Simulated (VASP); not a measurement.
# Mn (P6_3/mmc) in VASP: a series of runs, part 2 of 2

VASP 6.6.1. Earlier steps stand in the parts before.

### 3 Single point, LDA, collinear spin, antiferromagnetic start

This run uses another cell than the first one, of 10.04 Å³/atom, 1.042 times its volume.

INCAR reads:

```
PREC     = Accurate       # precision mode
ENCUT    = 520            # plane-wave cutoff, eV
EDIFF    = 1E-6           # SCF threshold, eV
ISMEAR   = -1             # smearing method
SIGMA    = 0.05           # smearing width, eV
LREAL    = F              # projectors in reciprocal space
LASPH    = T              # aspherical terms in the spheres
NELM     = 150            # most SCF steps
ALGO     = Normal         # electronic algorithm
ISIF     = 2              # what is computed and relaxed
LWAVE    = F              # write WAVECAR
LCHARG   = T              # write CHGCAR
ISPIN    = 2              # spin polarisation
MAGMOM   = 3 -3           # initial moments
LORBIT   = 11             # projections on sites
LMAXMIX  = 4              # l up to which the mixer works
LELF     = T              # ELF
LVHAR    = T            
NBANDS   = 24             # bands
```

KPOINTS reads:

```
regular mesh
0
Gamma
  17 17 9
```

POSCAR reads:

```
Mn
1.0
    2.4305378580      0.0000000000      0.0000000000
   -1.2152689290      2.1049075299      0.0000000000
    0.0000000000      0.0000000000      3.9248165455
Mn
2
Direct
    0.3333333333      0.6666666667      0.2500000000
    0.6666666667      0.3333333333      0.7500000000
```

Potentials or basis: VASP PAW LDA potentials, release 64 (Mn_pv).

Launch:

```console
cat potpaw_LDA.64/Mn_pv/POTCAR > POTCAR
mpirun -np 1 vasp_std > vasp.out
```

OUTCAR:

```text
PREC = Accurate
   ENCUT = 520
   EDIFF = 1E-6
   ISMEAR = -1
   LREAL = F
   LASPH = T
   NELM = 150
   ISIF = 2
   ISPIN = 2
   LORBIT = 11

 ion  position               nearest neighbor table
   1  0.333  0.667  0.250-   2 2.41   2 2.41   2 2.41   2 2.41   2 2.41   2 2.41
   2  0.667  0.333  0.750-   1 2.41   1 2.41   1 2.41   1 2.41   1 2.41   1 2.41

  LATTYP: Found a hexagonal cell.
 ALAT       =     2.4305378580
 C/A-ratio  =     1.6147934222

  Lattice vectors:

 A1 = (   2.4305378580,   0.0000000000,   0.0000000000)
 A2 = (  -1.2152689290,   2.1049075299,   0.0000000000)
 A3 = (   0.0000000000,   0.0000000000,   3.9248165455)

Analysis of symmetry for initial positions (statically):
=====================================================================
 Subroutine PRICEL returns:
 Original cell was already a primitive cell.

 Routine SETGRP: Setting up the symmetry group for a
 hexagonal supercell.

 Subroutine GETGRP returns: Found 24 space group operations
[... 838 lines left out ...]
     23      33.8900      0.00000
     24      35.4277      0.00000

 [... further k-points ...]

 spin component 2

 k-point     1 :       0.0000    0.0000    0.0000
  band No.  band energies     occupation
      1     -36.8284      1.00000
      2     -35.9801      1.00000
      3     -35.9801      1.00000
      4     -35.8465      1.00000
      5     -35.8465      1.00000
      6     -35.8282      1.00000
[... 637 lines left out ...]
     23      33.8900      0.00000
     24      35.4277      0.00000

 [... further k-points ...]
[... 5 lines left out ...]
  --------------------------------------------------------------------------------------
  -------------------------------------------------------------------------------------
  Total        0.0847013      0.0847013      0.0249515     -0.0000000      0.0000000      0.0000000
  in kB        6.7584324      6.7584324      1.9909166     -0.0000000      0.0000000      0.0000000
  external PRESSURE =       5.1692605 kB  Pullay stress =       0.0000000 kB

 VOLUME and BASIS-vectors are now :
 -----------------------------------------------------------------------------
  energy-cutoff  :      520.00
  volume of cell :       20.08
      direct lattice vectors                 reciprocal lattice vectors
     2.430537858  0.000000000  0.000000000     0.411431567  0.237540126  0.000000000
    -1.215268929  2.104907530  0.000000000     0.000000000  0.475080252  0.000000000
     0.000000000  0.000000000  3.924816546     0.000000000  0.000000000  0.254788979

 POSITION                                       TOTAL-FORCE (eV/Angst)
 -----------------------------------------------------------------------------------
     -0.00000      1.40327      0.98120        -0.000000      0.000000      0.000000
      1.21527      0.70164      2.94361         0.000000     -0.000000      0.000000
 -----------------------------------------------------------------------------------
    total drift:                               -0.000000      0.000000     -0.000000

  FREE ENERGIE OF THE ION-ELECTRON SYSTEM (eV)
  ---------------------------------------------------
  free  energy   TOTEN  =       -20.3132858512 eV

  energy  without entropy=      -20.2928353608  energy(sigma->0) =      -20.30306061

 total charge

# of ion       s       p       d       tot
------------------------------------------
    1        0.454   6.441   5.247  12.143
    2        0.454   6.441   5.247  12.143
--------------------------------------------------
tot          0.909  12.883  10.495  24.286

 magnetization (x)

# of ion       s       p       d       tot
------------------------------------------
    1        0.000   0.000   0.001   0.001
    2       -0.000  -0.000  -0.001  -0.001
--------------------------------------------------
tot          0.000   0.000   0.000   0.000
```

It took 98 s on 1 thread of Intel Xeon Platinum 8488C (Sapphire Rapids), shared host; peak memory 0.2 GiB.

What came out:

```yaml
Free_energy: -20.3133 eV
Pressure: 0.5 GPa
Band_gap_on_the_k_mesh: zero (filled and empty bands overlap)
Net_moment: 0.00 μB per cell
Valence_electrons_inside_the_program's_atomic_spheres: Mn 12.14
```

Caveat: the starting moments collapsed, and a magnetic state may lie lower.

### 4 Relaxation of cell and atoms, LDA, collinear spin, antiferromagnetic start

This run uses another cell than the first one, of 11.75 Å³/atom, 1.219 times its volume.

INCAR reads:

```
PREC     = Accurate       # precision mode
ENCUT    = 600            # plane-wave cutoff, eV
EDIFF    = 1E-7           # SCF threshold, eV
ISMEAR   = -1             # smearing method
SIGMA    = 0.05           # smearing width, eV
LREAL    = False          # projectors in reciprocal space
LASPH    = True           # aspherical terms in the spheres
NELM     = 150            # most SCF steps
ALGO     = Normal         # electronic algorithm
ISIF     = 3              # what is computed and relaxed
LWAVE    = False          # write WAVECAR
LCHARG   = False          # write CHGCAR
ISPIN    = 2              # spin polarisation
MAGMOM   = 3 -3           # initial moments
LORBIT   = 11             # projections on sites
LMAXMIX  = 4              # l up to which the mixer works
IBRION   = 2              # ionic algorithm
NSW      = 80             # ionic steps
EDIFFG   = -0.01          # ionic threshold
```

KPOINTS reads:

```
Automatic mesh
0
Gamma
  14 14 8
```

POSCAR reads:

```
Mn
1.0
    2.5517868831      0.0000000000      0.0000000000
   -1.2758934415      2.2099122658      0.0000000000
    0.0000000000      0.0000000000      4.1670679801
Mn
2
Direct
    0.3333333333      0.6666666667      0.2500000000
    0.6666666667      0.3333333333      0.7500000000
```

Launch:

```console
cat potpaw_LDA.64/Mn_pv/POTCAR > POTCAR
mpirun -np 1 vasp_std > vasp.out
```

Run time: 14 min. Hardware: 1 thread of Oxide Virtual Turin-like, shared host; peak memory 0.18 GiB.

Results (log left out):

```yaml
Free_energy: -20.3175 eV
Relaxed_volume: 10.05 Å³/atom
Relaxed_cell: a = 2.431 Å, b = 2.431 Å, c = 3.925 Å, α = 90.00°, β = 90.00°, γ = 120.00°
Space_group_after_relaxing_to_0.05_Å: P6_3/mmc (No. 194)
Energy_gained_by_relaxing: 225.6 meV/atom
Ionic_steps: 7
Pressure_after_relaxing: 0.0 GPa
Band_gap_on_the_k_mesh: zero (filled and empty bands overlap)
Net_moment: 0.00 μB per cell
Valence_electrons_inside_the_program's_atomic_spheres: Mn 12.14
```

The path:
```tsv
step	energy change (eV)	largest force (eV/Å)	pressure (GPa)	volume (Å³)
1	0.0000	0.0000	-36.57	23.50
2	1.2877	0.0000	152.75	15.51
3	-0.4470	0.0000	-4.07	20.35
4	-0.4500	0.0000	-1.18	20.17
5	-0.4503	0.0000	0.27	20.10
6	-0.4511	0.0000	0.05	20.10
7	-0.4511	0.0000	0.05	20.10
```

Final structure:
```
Mn
1.0
     2.43140    0.00000    0.00000
    -1.21570    2.10565    0.00000
     0.00000    0.00000    3.92528
Mn
2
Direct
  0.33333 0.66667 0.25000
  0.66667 0.33333 0.75000
```

Levels at points of the mesh, in eV from the Fermi level:
Spin up:
```csv
k point,band 10,band 11,band 12,band 13,band 14,band 15,band 16,band 17
"(0.00, 0.00, 0.00)",-1.05,-1.05,-0.53,-0.53,0.03,0.03,0.99,1.78
"(0.50, 0.00, 0.00)",-1.32,-1.30,-0.99,-0.43,2.00,2.18,2.25,3.97
"(0.00, 0.00, 0.50)",-1.63,-1.15,-1.15,-1.15,-1.15,1.31,1.31,1.31
"(0.50, 0.00, 0.50)",-2.89,0.19,0.19,1.00,1.00,2.15,2.15,3.52
```
Spin down:
| k point | band 11 | band 12 | band 13 | band 14 | band 15 | band 16 |
| --- | --- | --- | --- | --- | --- | --- |
| (0.00, 0.00, 0.00) | -1.05 | -0.53 | -0.53 | 0.03 | 0.03 | 0.99 |
| (0.50, 0.00, 0.00) | -1.30 | -0.99 | -0.43 | 2.00 | 2.18 | 2.25 |
| (0.00, 0.00, 0.50) | -1.15 | -1.15 | -1.15 | -1.15 | 1.31 | 1.31 |
| (0.50, 0.00, 0.50) | 0.19 | 0.19 | 1.00 | 1.00 | 2.15 | 2.15 |

Caveat: the starting moments collapsed, and a magnetic state may lie lower.
